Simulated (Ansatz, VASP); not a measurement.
Two plane-wave programs on AlN

Contents of INCAR:

```
SYSTEM = AlN
ALGO = Normal
EDIFF = 1E-6
ENCUT = 520
GGA = PE
ISIF = 2
ISMEAR = 0
LASPH = .True.
LCHARG = .False.
LREAL = .False.
LWAVE = .False.
NBANDS = 16
NELM = 100
PREC = Accurate
SIGMA = 0.05
```

The input KPOINTS:

```
k-points
0
Gamma
  9 9 6
  0 0 0
```

File POSCAR:

```
AlN
1.0
    3.0516417575      0.0000000000      0.0000000000
   -1.5258208787      2.6427992853      0.0000000000
    0.0000000000      0.0000000000      4.8915323900
Al N
2 2
Direct
    0.3052173201      0.6666666667      0.0017290859
    0.6947826799      0.3333333333      0.5017290859
    0.3582006313      0.6666666667      0.3832709141
    0.6417993687      0.3333333333      0.8832709141
```

Input for Ansatz:

```yaml
crystal:
  lattice:
    - [3.0516417575, 0.0, 0.0]
    - [-1.5258208787, 2.6427992853, 0.0]
    - [0.0, 0.0, 4.89153239]
  atoms:
    - { symbol: Al, position: [0.3052173201, 0.6666666667, 0.0017290859] }
    - { symbol: Al, position: [0.6947826799, 0.3333333333, 0.5017290859] }
    - { symbol: "N", position: [0.3582006313, 0.6666666667, 0.3832709141] }
    - { symbol: "N", position: [0.6417993687, 0.3333333333, 0.8832709141] }
basis:
  ecutwfc: 520.0
kpoints:
  mp_grid: { grid: [9, 9, 6] }
hamiltonian:
  xc: pbe
  pseudopotentials: { kind: paw, azcp: { folder: soft_1 } }
scf:
  occupations: { method: gaussian, width: 0.05 }
output:
  forces: true
  stress: true
  eigenvalues: true
```

Change from the starting cell: mode 4 frozen in at -0.088 Å, equal normal strain along x, y and z -0.0250.

Alike in both runs: task single point; functional PBE; k mesh 9 × 9 × 6; occupations gaussian, width 0.05 eV; no spin polarisation.

|  | VASP | Ansatz |
| --- | --- | --- |
| version | VASP 6.6.1 | Ansatz 0.2.0 |
| potentials or method | VASP PAW PBE potentials, release 64 (Al, N), cutoff 520 eV | scalar-relativistic, plane waves, PAW |
| valence electrons in the cell | 16 | 16 |

|  | VASP | Ansatz | Ansatz less VASP |
| --- | --- | --- | --- |
| gap on the k mesh at the Fermi level (eV) | 4.63 | 4.62 | -0.013 |
| least direct gap on the mesh (eV) | 4.63 | 4.62 | -0.013 |
| pressure (GPa) | 16.7 | 16.8 | +0.14 |
| traceless stress, the component that is largest in VASP (GPa) | 0.67 | 0.68 | +0.012 |
| rms of the force components (eV/Å) | 0.219 | 0.218 | -0.0010 |

Atom by atom the forces differ by 0.001 eV/Å (rms over components).
